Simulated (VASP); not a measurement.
Input of a VASP 6.6.1 run:

Contents of INCAR:

```
SYSTEM = Li2Cu
  PREC = Accurate
  ENCUT = 600
  EDIFF = 1E-7
  ISMEAR = 0
  SIGMA = 0.1
  LREAL = .False.
  LASPH = .True.
  NELM = 100
  ALGO = Normal
  ISIF = 3
  LWAVE = .False.
  LCHARG = .False.
  GGA = PE
  IBRION = 2
  NSW = 100
  EDIFFG = -0.01
```

The input KPOINTS:

```
regular mesh
0
Gamma
  8 8 8
  0 0 0
```

POSCAR

```
Li2Cu
1.0
    0.0000000000      4.6561053681      4.6561053681
    4.6561053681      0.0000000000      4.6561053681
    4.6561053681      4.6561053681      0.0000000000
Li Cu
6 3
Direct
    0.5000000000      0.0000000000      0.0000000000
    0.0000000000      0.5000000000      0.5000000000
    0.0000000000      0.5000000000      0.0000000000
    0.5000000000      0.0000000000      0.5000000000
    0.0000000000      0.0000000000      0.5000000000
    0.5000000000      0.5000000000      0.0000000000
    0.2500000000      0.2500000000      0.2500000000
    0.7500000000      0.7500000000      0.7500000000
    0.5000000000      0.5000000000      0.5000000000
```

Potentials or basis: VASP PAW PBE potentials, release 64 (Li_sv, Cu).

Command:

```console
$ cat potpaw_PBE.64/Li_sv/POTCAR potpaw_PBE.64/Cu/POTCAR > POTCAR
$ mpirun -np 1 vasp_std > vasp.out
```

Estimate the relaxed volume.

22.91 Å³/atom.

What does it give for the relaxed cell?

a = 6.632 Å, b = 6.632 Å, c = 6.632 Å, α = 60.00°, β = 60.00°, γ = 60.00°.

What does it give for the space group after relaxing (to 0.05 Å)?

Fm-3m (No. 225).

Final structure:
```cif
data_structure
_symmetry_space_group_name_H-M 'P 1'
_symmetry_Int_Tables_number 1
_cell_length_a 6.6317
_cell_length_b 6.6317
_cell_length_c 6.6317
_cell_angle_alpha 60.000
_cell_angle_beta 60.000
_cell_angle_gamma 60.000
_cell_volume 206.23
loop_
_atom_site_label
_atom_site_type_symbol
_atom_site_fract_x
_atom_site_fract_y
_atom_site_fract_z
_atom_site_occupancy
Li1 Li 0.50000 0.00000 0.00000 1
Li2 Li 0.00000 0.50000 0.50000 1
Li3 Li 0.00000 0.50000 0.00000 1
Li4 Li 0.50000 0.00000 0.50000 1
Li5 Li 0.00000 0.00000 0.50000 1
Li6 Li 0.50000 0.50000 0.00000 1
Cu1 Cu 0.25000 0.25000 0.25000 1
Cu2 Cu 0.75000 0.75000 0.75000 1
Cu3 Cu 0.50000 0.50000 0.50000 1
```

Caveat: the cutoff is under 1.25 times the usual one of these potentials, so pressure, stress and relaxed cells hold a basis-set (Pulay) error.
